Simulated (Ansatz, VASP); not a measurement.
Two plane-wave programs on Sb

```
Sb
1.0
     3.04696    0.00000    0.00000
     0.00000    3.04696    0.00000
     0.00000    0.00000    3.04696
Sb
1
Cartesian
  0.0000 0.0000 0.0000
```

Alike in both runs: task single point; functional PBE; k mesh 14 × 14 × 14; occupations gaussian, width 0.1 eV; no spin polarisation.

|  | VASP | Ansatz |
| --- | --- | --- |
| version | VASP 6.6.1 | Ansatz 0.2.0 |
| potentials or method | VASP PAW PBE potentials, release 64 (Sb), cutoff 520 eV | scalar-relativistic, plane waves, PAW |
| valence electrons in the cell | 5 | 15 |

```tsv
	VASP	Ansatz	Ansatz less VASP
gap on the k mesh at the Fermi level (eV)	none	none	-
pressure (GPa)	3.8	3.8	-0.01
```

A gap of «none» marks a metal or a gap that the smearing closes. VASP's potentials hold 5 valence electrons a cell and Ansatz's 15, so a difference there can come from the potentials and not from the codes.

Spin-orbit coupling is off throughout.
